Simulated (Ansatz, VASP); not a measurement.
## InPd: VASP beside Ansatz

```
In Pd
1.0
     4.79859    0.00000    0.00000
     0.00000    3.13894    0.00000
     0.00000    0.00000    4.80207
In Pd
2 2
Direct
  0.75000 0.00000 0.74778
  0.25000 0.00000 0.25222
  0.75000 0.50000 0.24707
  0.25000 0.50000 0.75293
```

Alike in both runs: functional PBE; k mesh 4 × 6 × 4; occupations gaussian, width 0.1 eV; no spin polarisation.

Ansatz relaxed the structure, and its values are those at the end. VASP's run is a single point on that final structure, the one shown.

```csv
,VASP,Ansatz
version,VASP 6.6.1,Ansatz 0.2.0
potentials or method,"VASP PAW PBE potentials, release 64 (In_d, Pd), cutoff 500 eV","scalar-relativistic, plane waves, PAW"
valence electrons in the cell,46,62
```

Ansatz gave:

| Item | Value |
| --- | --- |
| gap on the k mesh at the Fermi level (eV) | none |
| pressure (GPa) | -0.2 |
| rms of the force components (eV/Å) | 0.004 |

Question: Estimate VASP's values.

Answer: gap on the k mesh at the Fermi level (eV): none; pressure (GPa): -0.1; rms of the force components (eV/Å): 0.004.

A gap of «none» marks a metal or a gap that the smearing closes. VASP's potentials hold 46 valence electrons a cell and Ansatz's 62, so a difference there can come from the potentials and not from the codes.
